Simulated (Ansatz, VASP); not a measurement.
Two plane-wave programs on GaN

```
Ga N
1.0
    -3.15158    0.00000    0.00000
     0.00000    0.00000   -5.13825
     0.00000   -5.45869    0.00000
Ga N
4 4
Direct
  0.50000 0.00212 0.16667
  0.00000 0.00212 0.66667
  0.00000 0.50212 0.33333
  0.50000 0.50212 0.83333
  0.50000 0.61721 0.16666
  0.00000 0.61721 0.66666
  0.00000 0.11721 0.33334
  0.50000 0.11721 0.83334
```

Change from the starting cell: mode 11 frozen in at +0.000 Å and mode 13 at +0.036 Å (largest displacements).

Alike in both runs: task single point; functional LDA; k mesh 8 × 6 × 6; occupations gaussian, width 0.05 eV; no spin polarisation.

```csv
,VASP,Ansatz
version,VASP 6.6.1,Ansatz 0.2.0
potentials or method,"VASP PAW LDA potentials, release 64 (Ga_d, N), cutoff 520 eV","scalar-relativistic, plane waves, PAW"
valence electrons in the cell,72,72
```

Ansatz gave:

| Property | Result |
| --- | --- |
| gap on the k mesh at the Fermi level (eV) | 2.11 |
| least direct gap on the mesh (eV) | 2.11 |
| pressure (GPa) | 0.3 |
| traceless stress, the component that is largest in VASP (GPa) | -3.10 |
| rms of the force components (eV/Å) | 0.278 |

Task: Estimate VASP's values.

Result: gap on the k mesh at the Fermi level (eV): 2.12; least direct gap on the mesh (eV): 2.12; pressure (GPa): 1.5; traceless stress, the component that is largest in VASP (GPa): -3.26; rms of the force components (eV/Å): 0.284.

Ansatz warns that its potentials were made for another functional, while VASP's fit it. LDA's correlation is that of Perdew and Zunger in VASP and of Perdew and Wang (1992) in Ansatz. Atom by atom the forces differ by 0.006 eV/Å (rms over components).
